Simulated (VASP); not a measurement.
Here is a VASP 6.6.1 calculation.

The input INCAR:

```
SYSTEM = Na2Nb2O
ALGO     = Normal         ! electronic algorithm
EDIFF    = 1E-7           ! SCF threshold, eV
EDIFFG   = -0.04          ! ionic threshold
ENCUT    = 600            ! plane-wave cutoff, eV
GGA      = PE             ! functional
IBRION   = 2              ! ionic algorithm
ISIF     = 3              ! what is computed and relaxed
ISMEAR   = 0              ! smearing method
LASPH    = .TRUE.         ! aspherical terms in the spheres
LCHARG   = .FALSE.        ! write CHGCAR
LREAL    = .FALSE.        ! projectors in reciprocal space
LWAVE    = .FALSE.        ! write WAVECAR
NELM     = 60             ! most SCF steps
NSW      = 90             ! ionic steps
PREC     = Accurate       ! precision mode
SIGMA    = 0.1            ! smearing width, eV
```

The input KPOINTS:

```
k-points
0
G
  6 6 6
  0 0 0
```

POSCAR

```
Na2Nb2O
1.0
   -2.0582215400      2.0582215400      4.7921243900
    2.0582215400     -2.0582215400      4.7921243900
    2.0582215400      2.0582215400     -4.7921243900
Na Nb O
2 2 1
Direct
    0.3709999900      0.3709999900      0.0000000000
    0.6290000100      0.6290000100      0.0000000000
    0.7500000000      0.2500000000      0.5000000000
    0.2500000000      0.7500000000      0.5000000000
    0.0000000000      0.0000000000      0.0000000000
```

Potentials or basis: VASP PAW PBE potentials, release 64 (Na_pv, Nb_sv, O).

Command:

```bash
$ cat potpaw_PBE.64/Na_pv/POTCAR potpaw_PBE.64/Nb_sv/POTCAR potpaw_PBE.64/O/POTCAR > POTCAR
$ mpirun -np 1 vasp_std > vasp.out
```

**Question.** Predict the space group after relaxing (to 0.1 Å).

**Answer.** I4/mmm (No. 139).

**Question.** What does it give for the relaxed volume?

**Answer.** 19.35 Å³/atom.

Forces in eV/Å, atoms in the order of the input:
```
Na   0.000  0.000 -0.036
Na   0.000  0.000  0.036
Nb   0.000  0.000  0.000
Nb   0.000  0.000  0.000
O    0.000  0.000  0.000
```

Caveat: the volume moved by over 15 % at a fixed basis, so the end points are rough.
